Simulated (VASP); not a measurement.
A run of VASP 6.6.1 is set up as follows.

The input INCAR:

```
SYSTEM = Al3H2
PREC = Accurate
ENCUT = 520
EDIFF = 1E-6
ISMEAR = 0
SIGMA = 0.1
LREAL = .False.
LASPH = .True.
NELM = 60
ALGO = Normal
ISIF = 2
LWAVE = .False.
LCHARG = .False.
GGA = PE
NBANDS = 14
```

The input KPOINTS:

```
regular mesh
0
Gamma
  12 12 12
  0 0 0
```

Contents of POSCAR:

```
Al3H2
1.0
    1.5139696523      0.8740907863      7.0989102712
   -1.5139696523      0.8740907863      7.0989102712
    0.0000000000     -1.7481815726      7.0989102712
Al H
3 2
Direct
    0.0000000000      0.0000000000      0.0000000000
    0.2183107501      0.2183107501      0.2183107501
    0.7816892499      0.7816892499      0.7816892499
    0.4151090426      0.4151090426      0.4151090426
    0.5848909574      0.5848909574      0.5848909574
```

Potentials or basis: VASP PAW PBE potentials, release 64 (Al, H).

Command:

```console
$ cat potpaw_PBE.64/Al/POTCAR potpaw_PBE.64/H/POTCAR > POTCAR
$ mpirun -np 1 vasp_std > vasp.out
```

Q: Estimate the band gap on the k mesh.

A: Zero (an odd number of electrons rules out a gap without spin polarisation).

Q: Predict the pressure.

A: -0.1 GPa.

Forces on the atoms (eV/Å):
```
Al   0.000  0.000  0.000
Al   0.000  0.000  0.000
Al   0.000  0.000  0.000
H    0.000  0.000  0.003
H    0.000  0.000 -0.003
```
